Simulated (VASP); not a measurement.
A run of VASP 6.6.1 is set up as follows.

The input INCAR:

```
SYSTEM = AlPtC4N4
PREC = Accurate
ENCUT = 700
EDIFF = 1E-6
ISMEAR = 0
SIGMA = 0.1
LREAL = .False.
LASPH = .True.
NELM = 200
ALGO = Normal
ISIF = 2
LWAVE = .False.
LCHARG = .False.
ISPIN = 2
MAGMOM = 0 1 0 0 0 0 0 0 0 0
LORBIT = 11
LMAXMIX = 4
GGA = PE
NBANDS = 44
GGA_COMPAT = .False.
```

Contents of KPOINTS:

```
Automatic mesh
0
Gamma
  4 4 4
  0 0 0
```

POSCAR

```
AlPtC4N4
1.0
    5.8306603700      0.0000000000      0.0000000000
    0.0000000000      5.8306603700      0.0000000000
    0.0000000000      0.0000000000      5.8306603700
Al Pt C N
1 1 4 4
Direct
    0.5000000000      0.5000000000      0.5000000000
    0.0000000000      0.0000000000      0.0000000000
    0.1898207700      0.1898207700      0.1898207700
    0.1898207700      0.8101792300      0.8101792300
    0.8101792300      0.1898207700      0.8101792300
    0.8101792300      0.8101792300      0.1898207700
    0.3056738300      0.3056738300      0.3056738300
    0.3056738300      0.6943261700      0.6943261700
    0.6943261700      0.3056738300      0.6943261700
    0.6943261700      0.6943261700      0.3056738300
```

Potentials or basis: VASP PAW PBE potentials, release 64 (Al, Pt_sv_GW, C, N).

The run is started by

```console
$ cat potpaw_PBE.64/Al/POTCAR potpaw_PBE.64/Pt_sv_GW/POTCAR potpaw_PBE.64/C/POTCAR potpaw_PBE.64/N/POTCAR > POTCAR
$ mpirun -np 1 vasp_std > vasp.out
```

Task: Estimate the largest force.

Result: 3.474 eV/Å.

Task: What does it give for the site moments?

Result: Al -0.00; Pt +0.36; C +0.02; N +0.04 μB.

Task: What does it give for the net moment?

Result: 0.98 μB per cell.

Forces in eV/Å, atoms in the order of the input:
```
Al   0.000  0.000  0.000
Pt   0.000  0.000  0.000
C   -0.062 -0.062 -0.062
C   -0.062  0.062  0.062
C    0.062 -0.062  0.062
C    0.062  0.062 -0.062
N    2.006  2.006  2.006
N    2.006 -2.006 -2.006
N   -2.006  2.006 -2.006
N   -2.006 -2.006  2.006
```

Caveat: forces of over 1 eV/Å act on the atoms, so gaps and moduli don't describe the material at rest.
